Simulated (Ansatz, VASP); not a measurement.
## ZnSe in VASP and in Ansatz

```
Zn Se
1.0
     0.00000    2.86595    2.86595
     2.86595    0.00000    2.86595
     2.86595    2.86595    0.00000
Zn Se
1 1
Cartesian
  0.0000 0.0000 0.0000
  1.4330 1.4330 1.4330
```

Alike in both runs: functional PBE; k mesh 8 × 8 × 8; occupations fermi-dirac, width 0.02 eV; no spin polarisation.

Ansatz relaxed the structure, and its values are those at the end. VASP's run is a single point on that final structure, the one shown.

```csv
,VASP,Ansatz
version,VASP 6.6.1,Ansatz 0.2.0
potentials or method,"VASP PAW PBE potentials, release 64 (Zn, Se), cutoff 520 eV",PAW plane waves
valence electrons in the cell,18,28
```

|  | VASP | Ansatz | Ansatz less VASP |
| --- | --- | --- | --- |
| gap on the k mesh at the Fermi level (eV) | 1.16 | 1.15 | -0.004 |
| pressure (GPa) | 0.2 | 0.0 | -0.21 |

VASP's potentials hold 18 valence electrons a cell and Ansatz's 28, so a difference there can come from the potentials and not from the codes.
